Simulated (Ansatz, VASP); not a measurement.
**Mo in VASP and in Ansatz**

```
CELL_PARAMETERS angstrom
0.00000 2.15012 2.15012
2.15012 0.00000 2.15012
2.15012 2.15012 0.00000
ATOMIC_POSITIONS crystal
Mo 0.87500 0.87500 0.87500
Mo 0.12500 0.12500 0.12500
```

Change from the starting cell: volume scaled by 0.45, LAPW.

Alike in both runs: task single point; functional PBEsol; k mesh 12 × 12 × 12; occupations fermi-dirac, width 0.08 eV; no spin polarisation.

```csv
,VASP,Ansatz
version,VASP 6.6.1,Ansatz 0.2.0
potentials or method,"VASP PAW PBE potentials, release 64 (Mo_sv), cutoff 520 eV","all-electron LAPW, scalar-relativistic"
```

|  | VASP | Ansatz | Ansatz less VASP |
| --- | --- | --- | --- |
| pressure (GPa) | 521.2 | 522.3 | +1.05 |

VASP's potentials were made for PBE, not for PBEsol. Both programs put the cell under a high pressure, so it lies far from rest at this level. Ansatz ran all-electron here, and VASP with PAW potentials.

Noted on VASP's run: the cell as given lies far from equilibrium.
